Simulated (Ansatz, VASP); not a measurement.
**Cu: VASP beside Ansatz**

```
Cu
1.0
     5.03937    0.00000    0.00000
     0.00000    5.03937    0.00000
     0.00000    0.00000   24.49506
Cu
16
Direct
  0.25000 0.25000 0.32660
  0.25000 0.75000 0.32660
  0.75000 0.25000 0.32660
  0.75000 0.75000 0.32660
  0.50000 0.50000 0.39933
  0.50000 0.00000 0.39933
  0.00000 0.50000 0.39933
  0.00000 0.00000 0.39933
  0.75193 0.75193 0.47332
  0.75193 0.24807 0.47332
  0.24807 0.75193 0.47332
  0.24807 0.24807 0.47332
  0.00000 0.00000 0.54963
  0.00000 0.50000 0.54518
  0.50000 0.00000 0.54518
  0.50000 0.50000 0.54373
```

Alike in both runs: task single point; functional PBE; dispersion D3(BJ); k mesh 4 × 4 × 1; occupations gaussian, width 0.1 eV; no spin polarisation.

```csv
,VASP,Ansatz
version,VASP 6.6.1,Ansatz 0.2.0
potentials or method,"VASP PAW PBE potentials, release 64 (Cu), cutoff 520 eV","scalar-relativistic, plane waves, PAW"
valence electrons in the cell,176,304
```

VASP gave:

* gap on the k mesh at the Fermi level (eV): none
* rms of the force components (eV/Å): 0.070

What did Ansatz give for the same quantities?

gap on the k mesh at the Fermi level (eV): none; rms of the force components (eV/Å): 0.073.

Atom by atom the forces differ by 0.010 eV/Å (rms over components). A gap of «none» marks a metal or a gap that the smearing closes. VASP's potentials hold 176 valence electrons a cell and Ansatz's 304, so a difference there can come from the potentials and not from the codes.
